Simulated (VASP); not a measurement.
Wanted: the native input for a VASP 6.6.1 run.

- Task: single point
- Functional: PBE
- Potentials or basis: VASP PAW PBE potentials, release 64 (In_d, Sb)
- Cutoff: 520 eV
- k mesh: 4 × 4 × 4
- Occupations: methfessel-paxton, width 0.36 eV
- Spin: no spin polarisation
- Dipole correction: no
- Further INCAR settings: ALGO = Normal; EDIFF = 1e-06; NBANDS = 16

The structure of InSb lies in POSCAR:

```
InSb
1.0
    0.0000000000      3.3166107078      3.3166107078
    3.3166107078      0.0000000000      3.3166107078
    3.3166107078      3.3166107078      0.0000000000
In Sb
1 1
Direct
    0.0000000000      0.0000000000      0.0000000000
    0.2500000000      0.2500000000      0.2500000000
```

These files were run (other wordings do the same):

INCAR

```
SYSTEM = InSb
PREC     = Accurate       ! precision mode
ENCUT    = 520            ! plane-wave cutoff, eV
EDIFF    = 1E-6           ! SCF threshold, eV
ISMEAR   = 1              ! smearing method
SIGMA    = 0.36           ! smearing width, eV
LREAL    = .False.        ! projectors in reciprocal space
LASPH    = .True.         ! aspherical terms in the spheres
NELM     = 80             ! most SCF steps
ALGO     = Normal         ! electronic algorithm
ISIF     = 2              ! what is computed and relaxed
LWAVE    = .False.        ! write WAVECAR
LCHARG   = .False.        ! write CHGCAR
GGA      = PE             ! functional
NBANDS   = 16             ! bands
```

KPOINTS

```
Automatic mesh
0
Gamma
  4 4 4
  0 0 0
```

Potentials or basis: VASP PAW PBE potentials, release 64 (In_d, Sb).

The run is started by

```sh
$ cat potpaw_PBE.64/In_d/POTCAR potpaw_PBE.64/Sb/POTCAR > POTCAR
$ mpirun -np 1 vasp_std > vasp.out
```

Results of the run:

| Item | Value |
| --- | --- |
| Pressure | 0.4 GPa |
| Band gap on the k mesh | zero (filled and empty bands touch) |

Caveat: the k points lie up to 0.41 Å⁻¹ apart; spin-orbit coupling is left out, which moves the levels of the heavy elements.

It took 17 s on 1 thread of Intel Xeon 6975P-C, on a shared host, peak memory 0.2 GiB.
